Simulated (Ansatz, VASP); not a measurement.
**RbP6: VASP beside Ansatz**

The input INCAR:

```
SYSTEM = RbP6
PREC     = Accurate       ! precision mode
ENCUT    = 600            ! plane-wave cutoff, eV
EDIFF    = 1E-6           ! SCF threshold, eV
ISMEAR   = 0              ! smearing method
SIGMA    = 0.1            ! smearing width, eV
LREAL    = .False.        ! projectors in reciprocal space
LASPH    = .True.         ! aspherical terms in the spheres
NELM     = 100            ! most SCF steps
ALGO     = Normal         ! electronic algorithm
ISIF     = 3              ! what is computed and relaxed
LWAVE    = .False.        ! write WAVECAR
LCHARG   = .False.        ! write CHGCAR
GGA      = PE             ! functional
IBRION   = 2              ! ionic algorithm
NSW      = 90             ! ionic steps
EDIFFG   = -0.04          ! ionic threshold
```

The input KPOINTS:

```
regular mesh
0
Gamma
  4 4 4
  0 0 0
```

The input POSCAR:

```
RbP6
1.0
    0.0000000000      4.4023920500      4.4023920500
    4.4023920500      0.0000000000      4.4023920500
    4.4023920500      4.4023920500      0.0000000000
Rb P
1 6
Direct
    0.0000000000      0.0000000000      0.0000000000
    0.5000000000      0.5000000000      0.0000000000
    0.5000000000      0.0000000000      0.5000000000
    0.0000000000      0.0000000000      0.5000000000
    0.0000000000      0.5000000000      0.0000000000
    0.0000000000      0.5000000000      0.5000000000
    0.5000000000      0.0000000000      0.0000000000
```

Input for Ansatz:

```yaml
crystal:
  lattice:
    - [0.0, 4.40239205, 4.40239205]
    - [4.40239205, 0.0, 4.40239205]
    - [4.40239205, 4.40239205, 0.0]
  atoms:
    - { symbol: Rb, position: [0.0, 0.0, 0.0] }
    - { symbol: P, position: [0.5, 0.5, 0.0] }
    - { symbol: P, position: [0.5, 0.0, 0.5] }
    - { symbol: P, position: [0.0, 0.0, 0.5] }
    - { symbol: P, position: [0.0, 0.5, 0.0] }
    - { symbol: P, position: [0.0, 0.5, 0.5] }
    - { symbol: P, position: [0.5, 0.0, 0.0] }
basis:
  ecutwfc: 420
kpoints:
  mp_grid: { grid: [4, 4, 4] }
hamiltonian:
  xc: pbe
scf:
  occupations: { method: gaussian, width: 0.1 }
  lower_state_search: "off"
output:
  forces: true
  stress: true
  eigenvalues: true
relax:
  adjacent_minimum: "off"
  f_tol: 0.04
  max_steps: 70
  cell: { stress_tol: 0.4 }
```

Change from the starting cell: species swapped into the Zn6Mo type (Fm-3m, No. 225).

Alike in both runs: task relaxation of cell and atoms; functional PBE; k mesh 4 × 4 × 4; occupations gaussian, width 0.1 eV; no spin polarisation.

|  | VASP | Ansatz |
| --- | --- | --- |
| version | VASP 6.6.1 | Ansatz 0.2.0 |
| potentials or method | VASP PAW PBE potentials, release 64 (Rb_sv, P), cutoff 600 eV | scalar-relativistic, plane waves, PAW |
| valence electrons in the cell | 39 | 39 |

```csv
,VASP,Ansatz,Ansatz less VASP
"gap on the k mesh at the Fermi level, each at its own relaxed structure (eV)",none,none,-
relaxed volume (Å³/atom),19.47,19.43,-0.038
relaxed length of the cell vector where the two differ most in proportion (Å),5.776,5.772,-0.0037
```

A gap of «none» marks a metal or a gap that the smearing closes.

Noted on VASP's run: the volume moved by over 15 % at a fixed basis, so the end points are rough.
